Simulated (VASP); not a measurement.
# InPd (Pm-3m) in VASP: a series of runs

Runs on InPd. Level: PBEsol. Tasks: single point, relaxation of cell and atoms.

Everything below comes from runs of VASP 6.6.1. Logs are shortened: lines on timing, memory, paths and dates and some standing lists are left out, and cuts for length are marked.

### 1 The cell of the first run

Symmetry: Pm-3m, No. 221, cubic system. Conventional cell: a = 3.132 Å, b = 3.132 Å, c = 3.132 Å, α = 90.00°, β = 90.00°, γ = 90.00°. Within 3.6 Å of In (site symmetry m-3m) lie 8 Pd at 2.71 Å and 6 In at 3.13 Å. Pd (site symmetry m-3m) has 8 In at 2.71 Å and 6 Pd at 3.13 Å within 3.6 Å.

### 2 Single point, PBEsol

The input, INCAR:

```
SYSTEM = InPd
PREC     = Accurate       ! precision mode
ENCUT    = 520            ! plane-wave cutoff, eV
EDIFF    = 1E-6           ! SCF threshold, eV
ISMEAR   = 1              ! smearing method
SIGMA    = 0.1            ! smearing width, eV
LREAL    = .FALSE.        ! projectors in reciprocal space
LASPH    = .TRUE.         ! aspherical terms in the spheres
NELM     = 100            ! most SCF steps
ALGO     = Normal         ! electronic algorithm
ISIF     = 2              ! what is computed and relaxed
LWAVE    = .FALSE.        ! write WAVECAR
LCHARG   = .TRUE.         ! write CHGCAR
GGA      = PS             ! functional
LELF     = .TRUE.         ! ELF
LVHAR    = .TRUE.       
NBANDS   = 18             ! bands
```

The input, KPOINTS:

```
Automatic mesh
0
G
  7 7 7
  0 0 0
```

The input, POSCAR:

```
InPd
1.0
    3.1317926137      0.0000000000      0.0000000000
    0.0000000000      3.1317926137      0.0000000000
    0.0000000000      0.0000000000      3.1317926137
In Pd
1 1
Direct
    0.0000000000      0.0000000000      0.0000000000
    0.5000000000      0.5000000000      0.5000000000
```

Potentials or basis: VASP PAW PBE potentials, release 64 (In_d, Pd).

Command:

```
cat potpaw_PBE.64/In_d/POTCAR potpaw_PBE.64/Pd/POTCAR > POTCAR
mpirun -np 1 vasp_std > vasp.out
```

OUTCAR:

```text
SYSTEM = InPd
   PREC = Accurate
   ENCUT = 520
   EDIFF = 1E-6
   ISMEAR = 1
   LREAL = .FALSE.
   LASPH = .TRUE.
   NELM = 100
   ISIF = 2
   GGA = PS

 ion  position               nearest neighbor table
   1  0.000  0.000  0.000-   2 2.71   2 2.71   2 2.71   2 2.71   2 2.71   2 2.71   2 2.71   2 2.71

   2  0.500  0.500  0.500-   1 2.71   1 2.71   1 2.71   1 2.71   1 2.71   1 2.71   1 2.71   1 2.71

  LATTYP: Found a simple cubic cell.
 ALAT       =     3.1317926137

  Lattice vectors:

 A1 = (   3.1317926137,   0.0000000000,   0.0000000000)
 A2 = (   0.0000000000,   3.1317926137,   0.0000000000)
 A3 = (   0.0000000000,   0.0000000000,   3.1317926137)

Analysis of symmetry for initial positions (statically):
=====================================================================
 Subroutine PRICEL returns:
 Original cell was already a primitive cell.

 Routine SETGRP: Setting up the symmetry group for a
 simple cubic supercell.

 Subroutine GETGRP returns: Found 48 space group operations
 (whereof 48 operations were pure point group operations)
 out of a pool of 48 trial point group operations.

The static configuration has the point symmetry O_h .

Analysis of symmetry for dynamics (positions and initial velocities):
=====================================================================
 Subroutine PRICEL returns:
 Original cell was already a primitive cell.

 Routine SETGRP: Setting up the symmetry group for a
 simple cubic supercell.

 Subroutine GETGRP returns: Found 48 space group operations
 (whereof 48 operations were pure point group operations)
 out of a pool of 48 trial point group operations.

The dynamic configuration has the point symmetry O_h .

 Subroutine INISYM returns: Found 48 space group operations
 (whereof 48 operations are pure point group operations),
 and found     1 'primitive' translations

----------------------------------------------------------------------------------------

                                     Primitive cell

  volume of cell :      30.7170

  direct lattice vectors                    reciprocal lattice vectors
     3.131792614  0.000000000  0.000000000     0.319305945  0.000000000  0.000000000
     0.000000000  3.131792614  0.000000000     0.000000000  0.319305945  0.000000000
     0.000000000  0.000000000  3.131792614     0.000000000  0.000000000  0.319305945

  length of vectors
     3.131792614  3.131792614  3.131792614     0.319305945  0.319305945  0.319305945

  position of ions in fractional coordinates (direct lattice)
     0.000000000  0.000000000  0.000000000
     0.500000000  0.500000000  0.500000000

  ion indices of the primitive-cell ions
   primitive index   ion index
                 1           1
                 2           2

----------------------------------------------------------------------------------------

 KPOINTS: Automatic mesh

Automatic generation of k-mesh.
 Grid dimensions read from file:
 generate k-points for:    7    7    7

 Generating k-lattice:

  Cartesian coordinates                     Fractional coordinates (reciprocal lattice)
     0.045615135  0.000000000  0.000000000     0.142857143  0.000000000  0.000000000
     0.000000000  0.045615135  0.000000000     0.000000000  0.142857143  0.000000000
     0.000000000  0.000000000  0.045615135     0.000000000  0.000000000  0.142857143

  Length of vectors
     0.045615135  0.045615135  0.045615135

  Shift w.r.t. Gamma in fractional coordinates (k-lattice)
     0.000000000  0.000000000  0.000000000

 Subroutine IBZKPT returns following result:
 ===========================================

 Found     20 irreducible k-points:

 Following reciprocal coordinates:
            Coordinates               Weight
  0.000000  0.000000  0.000000      1.000000
  0.142857  0.000000  0.000000      6.000000
  0.285714  0.000000  0.000000      6.000000
  0.428571  0.000000  0.000000      6.000000
  0.142857  0.142857  0.000000     12.000000
  0.285714  0.142857  0.000000     24.000000
[... 12 lines left out ...]
  0.428571  0.428571  0.285714     24.000000
  0.428571  0.428571  0.428571      8.000000
   k-points           NKPTS =     20   k-points in BZ     NKDIM =     20   number of bands    NBANDS=     18
   number of dos      NEDOS =    301   number of ions     NIONS =      2
   total plane-waves  NPLWV =  13824
   dimension x,y,z NGX =    24 NGY =   24 NGZ =   24
   dimension x,y,z NGXF=    48 NGYF=   48 NGZF=   48
   ions per type =               1   1
   NGX,Y,Z   is equivalent  to a cutoff of  12.74, 12.74, 12.74 a.u.
   NGXF,Y,Z  is equivalent  to a cutoff of  25.48, 25.48, 25.48 a.u.
 SYSTEM =  InPd
   PREC   = accura    normal or accurate (medium, high low for compatibility)
   ISTART =      0    job   : 0-new  1-cont  2-samecut
   ICHARG =      2    charge: 1-file 2-atom 10-const
   ISPIN  =      1    spin polarized calculation?
   LNONCOLLINEAR =      F non collinear calculations
   LSORBIT =      F    spin-orbit coupling
   LASPH  =      T    aspherical Exc in radial PAW
   ENCUT  =  520.0 eV  38.22 Ry    6.18 a.u.   5.82  5.82  5.82*2*pi/ulx,y,z
   NELM   =    100;   NELMIN=  2; NELMDL= -5     # of ELM steps
   EDIFF  = 0.1E-05   stopping-criterion for ELM
   LREAL  =      F    real-space projection
   EDIFFG = 0.1E-04   stopping-criterion for IOM
   NSW    =      0    number of steps for IOM
   IBRION =     -1    ionic relax: 0-MD 1-quasi-New 2-CG
   NFREE  =      0    steps in history (QN), initial steepest desc. (CG)
   ISIF   =      2    stress and relaxation
   ISYM   =      2    0-nonsym 1-usesym 2-fastsym
   POTIM  = 0.5000    time-step for ionic-motion
   TEBEG  =    0.0;   TEEND  =   0.0 temperature during run
   PSTRESS=    0.0 pullay stress
   NELECT =      23.0000    total number of electrons
   NUPDOWN=      -1.0000    fix difference up-down
   EMIN   =  10.00;   EMAX   =-10.00  energy-range for DOS
   EFERMI =   0.00;   METHOD = LEGACY
   ISMEAR =     1;   SIGMA  =   0.10  broadening in eV -4-tet -1-fermi 0-gaus
   EFERMI_NEDOS =   21; number of points for ismear=-14 and -15
   IALGO  =     38    algorithm
   IMIX   =      4    mixing-type and parameters
     AMIX     =   0.40;   BMIX     =  1.00
     AMIX_MAG =   1.60;   BMIX_MAG =  1.00
  volume/ion in A,a.u.               =      15.36       103.64
  Fermi-wavevector in a.u.,A,eV,Ry     =   1.486590  2.809247 30.068180  2.209949
  Thomas-Fermi vector in A             =   2.599857
   LORBIT       =      0    0 simple, 1 ext, 2 COOP (PROOUT), +10 PAW based schemes
   GGA     = PS    functional components
   LHFCALC =     F    Hartree Fock is set to
   AEXX    =    0.0000 exact exchange contribution
   IVDW    =     0    specifies the selected vdW correction
   LEPSILON=     F    determine dielectric tensor
   LRPA    =     F    only Hartree local field effects (RPA)
 non-spin polarized calculation
 Methfessel and Paxton  Order N= 1 SIGMA  =   0.10
  energy-cutoff  :      520.00
  volume of cell :       30.72
 maximum number of plane-waves:       846
 NGX is ok and might be reduce to    24
   NGX = 11   NGY = 11   NGZ = 11

 number of electron      23.0000011 magnetization

 Free energy of the ion-electron system (eV)
  ---------------------------------------------------
  ext. energy  EPLUGINS =         0.00000000
  ---------------------------------------------------
  free energy    TOTEN  =        -9.80809765 eV

  energy without entropy =       -9.80552299  energy(sigma->0) =       -9.80723943

 E-fermi :  12.8616     XC(G=0): -13.1651

 val. band max:       12.4717310786   @ k =   0.2857   0.0000   0.0000
 cond. band min:      12.8813245441   @ k =   0.2857   0.1429   0.0000
 fundamental gap:      0.4095934654
 Fermi energy:        12.8615939605

 k-point     1 :       0.0000    0.0000    0.0000
  band No.  band energies     occupation
      1      -2.7851      2.00000
      2      -2.7851      2.00000
      3      -2.1792      2.00000
      4      -2.1792      2.00000
      5      -2.1792      2.00000
      6       1.2348      2.00000
[... 10 lines left out ...]
     17      24.0610      0.00000
     18      28.7381      0.00000

 k-point     2 :       0.1429    0.0000    0.0000
  band No.  band energies     occupation
      1      -2.7656      2.00000
      2      -2.6900      2.00000
      3      -2.2071      2.00000
      4      -2.2071      2.00000
      5      -2.1689      2.00000
      6       1.5979      2.00000
[... 10 lines left out ...]
     17      26.3214      0.00000
     18      28.2931      0.00000

 k-point     3 :       0.2857    0.0000    0.0000
  band No.  band energies     occupation
      1      -2.7215      2.00000
      2      -2.4787      2.00000
      3      -2.2691      2.00000
      4      -2.2691      2.00000
      5      -2.1455      2.00000
      6       2.6759      2.00000
[... 10 lines left out ...]
     17      27.6841      0.00000
     18      27.9849      0.00000

 k-point     4 :       0.4286    0.0000    0.0000
  band No.  band energies     occupation
      1      -2.6856      2.00000
      2      -2.3181      2.00000
      3      -2.3181      2.00000
      4      -2.3115      2.00000
      5      -2.1265      2.00000
      6       4.3897      2.00000
[... 291 lines left out ...]
      4      -2.2268      2.00000
      5      -2.0418      2.00000
      6       5.6056      2.00000
[... 10 lines left out ...]
     17      23.1386      0.00000
     18      25.9417      0.00000

 k-point    19 :       0.4286    0.4286    0.2857
  band No.  band energies     occupation
      1      -2.6117      2.00000
      2      -2.4967      2.00000
      3      -2.4959      2.00000
      4      -2.1370      2.00000
      5      -1.9185      2.00000
      6       6.0209      2.00000
[... 10 lines left out ...]
     17      21.0623      0.00000
     18      23.4746      0.00000

 k-point    20 :       0.4286    0.4286    0.4286
  band No.  band energies     occupation
      1      -2.5782      2.00000
      2      -2.5549      2.00000
      3      -2.5549      2.00000
      4      -1.9142      2.00000
      5      -1.9142      2.00000
      6       6.4656      2.00000
[... 10 lines left out ...]
     17      18.5081      0.00000
     18      20.8553      0.00000

------------------------ aborting loop because EDIFF is reached ----------------------------------------

  FORCE on cell =-STRESS in cart. coord.  units (eV):
  Direction    XX          YY          ZZ          XY          YZ          ZX
  --------------------------------------------------------------------------------------
  -------------------------------------------------------------------------------------
  Total        3.9020877      3.9020877      3.9020877      0.0000000      0.0000000     -0.0000000
  in kB      203.5300891    203.5300891    203.5300891      0.0000000      0.0000000     -0.0000000
  external PRESSURE =     203.5300891 kB  Pullay stress =       0.0000000 kB

 VOLUME and BASIS-vectors are now :
 -----------------------------------------------------------------------------
  energy-cutoff  :      520.00
  volume of cell :       30.72
      direct lattice vectors                 reciprocal lattice vectors
     3.131792614  0.000000000  0.000000000     0.319305945  0.000000000  0.000000000
     0.000000000  3.131792614  0.000000000     0.000000000  0.319305945  0.000000000
     0.000000000  0.000000000  3.131792614     0.000000000  0.000000000  0.319305945

 POSITION                                       TOTAL-FORCE (eV/Angst)
 -----------------------------------------------------------------------------------
      0.00000      0.00000      0.00000         0.000000      0.000000      0.000000
      1.56590      1.56590      1.56590         0.000000      0.000000      0.000000
 -----------------------------------------------------------------------------------
    total drift:                                0.000000      0.000000     -0.000000

  FREE ENERGIE OF THE ION-ELECTRON SYSTEM (eV)
  ---------------------------------------------------
  free  energy   TOTEN  =        -9.8080976529 eV

  energy  without entropy=       -9.8055229873  energy(sigma->0) =       -9.80723943
```

Wall time 10 s (1 thread of Intel Xeon 8259CL, shared host); peak memory 0.14 GiB.

What came out:

| Quantity | Value |
| --- | --- |
| Free energy | -9.8081 eV |
| Pressure | 20.4 GPa |

Levels at points of the mesh, in eV from the Fermi level:
| k point | band 8 | band 9 | band 10 | band 11 | band 12 | band 13 | band 14 | band 15 |
| --- | --- | --- | --- | --- | --- | --- | --- | --- |
| (0.00, 0.00, 0.00) | -4.86 | -2.95 | -2.95 | -2.95 | 4.03 | 4.03 | 4.03 | 10.83 |

Caveat: the PAW data sets were made with another functional, which shifts forces and pressure a little; spin-orbit coupling is left out, which moves the levels of the heavy elements.

### 3 Single point, PBEsol

This run uses another cell than the first one, of 16.10 Å³/atom, 1.048 times its volume.

The input, INCAR:

```
ALGO = Normal
EDIFF = 1E-6
ENCUT = 520
GGA = PS
ISIF = 2
ISMEAR = 1
LASPH = T
LCHARG = F
LREAL = F
LWAVE = F
NBANDS = 18
NELM = 100
PREC = Accurate
SIGMA = 0.1
```

The input, KPOINTS:

```
k-points
0
Gamma
  7 7 7
```

The input, POSCAR:

```
InPd
1.0
    3.1811569677      0.0000000000      0.0000000000
    0.0000000000      3.1811569677      0.0000000000
    0.0000000000      0.0000000000      3.1811569677
In Pd
1 1
Direct
    0.0000000000      0.0000000000      0.0000000000
    0.5000000000      0.5000000000      0.5000000000
```

Potentials or basis: VASP PAW PBE potentials, release 64 (In_d, Pd).

Command:

```
cat potpaw_PBE.64/In_d/POTCAR potpaw_PBE.64/Pd/POTCAR > POTCAR
mpirun -np 1 vasp_std > vasp.out
```

Wall time 8.3 s (1 thread of Intel Xeon 8259CL, shared host); peak memory 0.14 GiB.

It converged, with:

| Property | Result |
| --- | --- |
| Free energy | -9.9475 eV |
| Pressure | 10.3 GPa |

Levels at points of the mesh, in eV from the Fermi level:
| k point | band 9 | band 10 | band 11 | band 12 | band 13 | band 14 |
| --- | --- | --- | --- | --- | --- | --- |
| (0.00, 0.00, 0.00) | -2.79 | -2.79 | -2.79 | 3.99 | 3.99 | 3.99 |

Caveat: the PAW data sets were made with another functional, which shifts forces and pressure a little; spin-orbit coupling is left out, which moves the levels of the heavy elements.

(Continued in part 2 of 2.)
